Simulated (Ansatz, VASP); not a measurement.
Pb: VASP beside Ansatz

```
CELL_PARAMETERS angstrom
3.34080 0.00000 0.00000
-1.67040 2.89322 0.00000
0.00000 0.00000 5.14280
ATOMIC_POSITIONS crystal
Pb 0.33333 0.66667 0.25000
Pb 0.66667 0.33333 0.75000
```

Change from the starting cell: strain -0.040 along x and y, -0.080 along z, atoms carried along.

Alike in both runs: task single point; functional r2SCAN; k mesh 18 × 18 × 10; occupations gaussian, width 0.15 eV; no spin polarisation.

|  | VASP | Ansatz |
| --- | --- | --- |
| version | VASP 6.6.1 | Ansatz 0.2.0 |
| potentials or method | VASP PAW PBE potentials, release 64 (Pb_d), cutoff 520 eV | scalar-relativistic, plane waves, PAW |
| valence electrons in the cell | 28 | 28 |

|  | VASP | Ansatz | Ansatz less VASP |
| --- | --- | --- | --- |
| gap on the k mesh at the Fermi level (eV) | none | none | - |
| pressure (GPa) | 16.7 | 16.7 | -0.09 |
| traceless stress, the component that is largest in VASP (GPa) | 3.45 | 3.44 | -0.011 |

VASP's potentials were made for PBE, not for r2SCAN. A gap of «none» marks a metal or a gap that the smearing closes.

Neither program's run includes spin-orbit coupling.
